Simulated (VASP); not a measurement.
# Os: relaxation of shape and atoms at fixed volume with PBEsol

The system is Os.

```
CELL_PARAMETERS angstrom
2.42237 0.00000 0.00000
-1.21118 2.09783 0.00000
0.00000 0.00000 3.82614
ATOMIC_POSITIONS crystal
Os 0.33333 0.66667 0.25000
Os 0.66667 0.33333 0.75000
```

```json
{"Program": "VASP 6.6.1", "Task": "relaxation of shape and atoms at fixed volume", "Functional": "PBEsol", "Potentials or basis": "VASP PAW PBE potentials, release 64 (Os)", "Cutoff": "600 eV", "k mesh": "16 × 16 × 9", "Occupations": "fermi-dirac, width 0.05 eV", "Spin": "no spin polarisation", "Dipole correction": "no", "Further INCAR settings": "ALGO = Normal; EDIFF = 1e-06; IBRION = 2; EDIFFG = -0.005; NSW = 50; ISIF = 4"}
```

```yaml
Energy_gained_by_relaxing: 4.6 meV/atom
Ionic_steps: 4
Pressure_after_relaxing: 369.0 GPa
Band_gap_on_the_k_mesh: zero (band 8 reaches 19.75 eV, above the bottom of band 9 at 12.75 eV)
```

Step by step:
| step | energy change (eV) | largest force (eV/Å) | pressure (GPa) | volume (Å³) |
| --- | --- | --- | --- | --- |
| 1 | 0.0000 | 0.0000 | 369.36 | 19.44 |
| 2 | 0.2113 | 0.0000 | 370.38 | 19.44 |
| 3 | -0.0091 | 0.0000 | 368.96 | 19.44 |
| 4 | -0.0091 | 0.0000 | 368.97 | 19.44 |

Final structure:
```
Os
1.0
     2.41389    0.00000    0.00000
    -1.20695    2.09049    0.00000
     0.00000    0.00000    3.85307
Os
2
Direct
  0.33333 0.66667 0.25000
  0.66667 0.33333 0.75000
```

Levels at points of the mesh, in eV from the Fermi level:
```tsv
k point	band 6	band 7	band 8	band 9	band 10	band 11
(0.00, 0.00, 0.00)	-3.90	-3.90	-2.59	-2.59	0.57	2.67
(0.50, 0.00, 0.00)	-3.52	-3.03	3.81	4.81	4.83	7.69
```

Run time: 2.2 min on 1 thread of AMD EPYC 7R13, on a shared host, peak memory 0.14 GiB.

Caveat: the PAW data sets were made with another functional, which shifts forces and pressure a little; spin-orbit coupling is left out, which moves the levels of the heavy elements.
